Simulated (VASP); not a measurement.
Input of a VASP 6.6.1 run:

INCAR

```
SYSTEM = Sn2Bi3O3
ALGO = Normal ; EDIFF = 1E-7
ENCUT = 520 ; GGA = PE
ISIF = 2 ; ISMEAR = 0
LASPH = .TRUE. ; LCHARG = .FALSE.
LREAL = .FALSE. ; LWAVE = .FALSE.
NBANDS = 56 ; NELM = 80
PREC = Accurate ; SIGMA = 0.2
```

Contents of KPOINTS:

```
k-points
0
G
  3 3 2
  0 0 0
```

Contents of POSCAR:

```
Sn2Bi3O3
1.0
    4.4694232618      0.0000000000      0.0000000000
    0.0000000000      4.4694232618      0.0000000000
    0.0000000000      0.0000000000      9.0689731791
Sn Bi O
2 3 3
Direct
    0.0000000000      0.0000000000      0.1626506227
    0.0000000000      0.0000000000      0.8373493773
    0.5000000000      0.5000000000      0.7614109377
    0.5000000000      0.5000000000      0.2385890623
    0.0000000000      0.0000000000      0.5000000000
    0.0000000000      0.5000000000      0.5000000000
    0.5000000000      0.0000000000      0.5000000000
    0.5000000000      0.5000000000      0.0000000000
```

Potentials or basis: VASP PAW PBE potentials, release 64 (Sn_d, Bi_d, O).

The run is started by

```bash
$ cat potpaw_PBE.64/Sn_d/POTCAR potpaw_PBE.64/Bi_d/POTCAR potpaw_PBE.64/O/POTCAR > POTCAR
$ mpirun -np 1 vasp_std > vasp.out
```

Task: Estimate the largest force.

Result: 0.017 eV/Å.

Task: Estimate the pressure.

Result: 0.0 GPa.

Forces on the atoms (eV/Å):
```
Sn   0.000  0.000 -0.015
Sn   0.000  0.000  0.015
Bi   0.000  0.000 -0.017
Bi   0.000  0.000  0.017
Bi   0.000  0.000  0.000
O    0.000  0.000  0.000
O    0.000  0.000  0.000
O    0.000  0.000  0.000
```

Caveat: the k points lie up to 0.47 Å⁻¹ apart; an odd number of electrons without spin polarisation forces a metal; a magnetic or distorted state may lie lower.
